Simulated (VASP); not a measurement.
Wanted: the native input for a VASP 6.6.1 run.

- Task: single point
- Functional: PBEsol
- Potentials or basis: VASP PAW PBE potentials, release 64 (Al, Si, C, N)
- Cutoff: 520 eV
- k mesh: 1 × 1 × 1, shifted
- Occupations: fermi-dirac, width 0.05 eV
- Spin: no spin polarisation
- Dipole correction: no
- Further INCAR settings: LREAL = Auto; ALGO = Normal; EDIFF = 1e-07; NBANDS = 246; ISYM = 0

The structure of Al7Si9C9N7 lies in POSCAR:

```
Al7Si9C9N7
1.0
    9.3035590634      0.0000000000      0.0000000000
    0.0000000000     10.7421239025      0.0000000000
    0.0000000000      0.0000000000     10.0776824370
Al Si C N
21 27 27 21
Direct
    0.1627840000      0.0832190000      0.2501760000
    0.9996960000      0.3305460000      0.2478620000
    0.3360670000      0.3353930000      0.7461350000
    0.9983410000      0.8274580000      0.2425820000
    0.0012320000      0.8303590000      0.7516680000
    0.8318410000      0.0801440000      0.2518730000
    0.6652470000      0.3336000000      0.2516760000
    0.6666830000      0.3376380000      0.7479590000
    0.4998650000      0.5845180000      0.2498240000
    0.3326240000      0.8321140000      0.2469870000
    0.8326120000      0.5813630000      0.2492330000
    0.3333430000      0.1700140000      0.4943230000
    0.1648010000      0.4176470000      0.4977900000
    0.1675990000      0.4153330000      0.9992400000
    0.0006670000      0.6677870000      0.4943920000
    0.6662310000      0.1686110000      0.5027880000
    0.6650800000      0.1674250000      0.9999800000
    0.3310150000      0.6676910000      0.4978730000
    0.1655550000      0.9166570000      0.5024830000
    0.8324590000      0.4164780000      0.4994160000
    0.8306630000      0.9132250000      0.0021100000
    0.1717800000      0.0821840000      0.7495320000
    0.9993670000      0.3386170000      0.7501700000
    0.5014860000      0.0843440000      0.2462060000
    0.4998800000      0.0795560000      0.7509980000
    0.3358170000      0.3376800000      0.2516620000
    0.1678780000      0.5820430000      0.2475900000
    0.1636860000      0.5810810000      0.7497870000
    0.8271240000      0.0789790000      0.7505120000
    0.4949640000      0.5862440000      0.7470390000
    0.3312160000      0.8353300000      0.7493760000
    0.8412930000      0.5814830000      0.7477760000
    0.6656030000      0.8325600000      0.2424090000
    0.6645310000      0.8350730000      0.7470550000
    0.0003580000      0.1651940000      0.4940720000
    0.9940760000      0.1664840000      0.0014120000
    0.3379030000      0.1676380000      0.0058450000
    0.0046300000      0.6655470000      0.0010480000
    0.5032680000      0.4191630000      0.4994410000
    0.4994450000      0.4148010000      0.0030200000
    0.3281030000      0.6640740000      0.0030850000
    0.1644300000      0.9139000000      0.0035210000
    0.8308080000      0.4171350000      0.0021250000
    0.6684320000      0.6619800000      0.4954560000
    0.6671070000      0.6683910000      0.0021450000
    0.4970440000      0.9157840000      0.4943660000
    0.4997670000      0.9159210000      0.0020550000
    0.8402650000      0.9162040000      0.5009040000
    0.9953060000      0.1605000000      0.1767340000
    0.3387490000      0.1701590000      0.1891470000
    0.1601020000      0.4146300000      0.6974710000
    0.0066210000      0.6550550000      0.1803350000
    0.9997290000      0.6592880000      0.6926120000
    0.6648040000      0.1610960000      0.7003120000
    0.4938050000      0.4151120000      0.1793100000
    0.5022900000      0.4300000000      0.6864470000
    0.3284160000      0.6643890000      0.1807680000
    0.3334450000      0.6719640000      0.6982690000
    0.1750410000      0.9243010000      0.6986680000
    0.6654430000      0.6750900000      0.1816990000
    0.5066860000      0.9223900000      0.1865560000
    0.4984920000      0.9147710000      0.6821570000
    0.8246800000      0.9184960000      0.6856170000
    0.9962990000      0.3204050000      0.4415230000
    0.9875430000      0.3253780000      0.9342440000
    0.4880430000      0.0773360000      0.9357220000
    0.3440630000      0.3389750000      0.4344020000
    0.1701210000      0.5848390000      0.4264690000
    0.1713470000      0.5874790000      0.9343930000
    0.9938840000      0.8431660000      0.4349050000
    0.0070940000      0.8337070000      0.9487450000
    0.6591440000      0.3352560000      0.4432150000
    0.8227860000      0.5872230000      0.4425910000
    0.8273110000      0.5815470000      0.9345880000
    0.6529210000      0.8278160000      0.9300700000
    0.0004050000      0.1629650000      0.6907100000
    0.3340290000      0.1592240000      0.6930890000
    0.1744420000      0.4147350000      0.1895970000
    0.6613550000      0.1602830000      0.1920370000
    0.1710560000      0.9200890000      0.1773970000
    0.8314240000      0.4125870000      0.1757680000
    0.8394200000      0.4187340000      0.6982510000
    0.6643750000      0.6694170000      0.6862550000
    0.8206050000      0.9142460000      0.1926210000
    0.1605490000      0.0862670000      0.4444950000
    0.1678180000      0.0883150000      0.9354350000
    0.5018720000      0.0707690000      0.4307370000
    0.3458410000      0.3248250000      0.9412980000
    0.8373240000      0.0774030000      0.4466800000
    0.8400310000      0.0845540000      0.9310220000
    0.6632850000      0.3426050000      0.9451660000
    0.5077050000      0.5887800000      0.4456100000
    0.4993320000      0.5814040000      0.9338350000
    0.3428900000      0.8414440000      0.4373270000
    0.3340400000      0.8362720000      0.9409550000
    0.6611920000      0.8350190000      0.4370020000
```

The input as run:

INCAR

```
SYSTEM = Al7Si9C9N7
PREC     = Accurate       ! precision mode
ENCUT    = 520            ! plane-wave cutoff, eV
EDIFF    = 1E-7           ! SCF threshold, eV
ISMEAR   = -1             ! smearing method
SIGMA    = 0.05           ! smearing width, eV
LREAL    = Auto         
LASPH    = .True.         ! aspherical terms in the spheres
NELM     = 60             ! most SCF steps
ALGO     = Normal         ! electronic algorithm
ISIF     = 2              ! what is computed and relaxed
LWAVE    = .False.        ! write WAVECAR
LCHARG   = .False.        ! write CHGCAR
GGA      = PS             ! functional
NBANDS   = 246            ! bands
ISYM     = 0
```

KPOINTS

```
Automatic mesh
0
Gamma
  1 1 1
  0.25 0.25 0.25
```

Potentials or basis: VASP PAW PBE potentials, release 64 (Al, Si, C, N).

Launch:

```console
$ cat potpaw_PBE.64/Al/POTCAR potpaw_PBE.64/Si/POTCAR potpaw_PBE.64/C/POTCAR potpaw_PBE.64/N/POTCAR > POTCAR
$ mpirun -np 1 vasp_std > vasp.out
```

Results of the run:

```json
{
 "Pressure": "0.2 GPa",
 "Largest force": "0.052 eV/Å",
 "Band gap on the k mesh": "2.05 eV, indirect (least direct gap 2.06 eV)"
}
```

Caveat: the k points lie up to 0.68 Å⁻¹ apart; the PAW data sets were made with another functional, which shifts forces and pressure a little.

It took 26 min on 1 thread of AMD EPYC 7R13 Processor (Zen 3), on a shared host, peak memory 1.2 GiB.
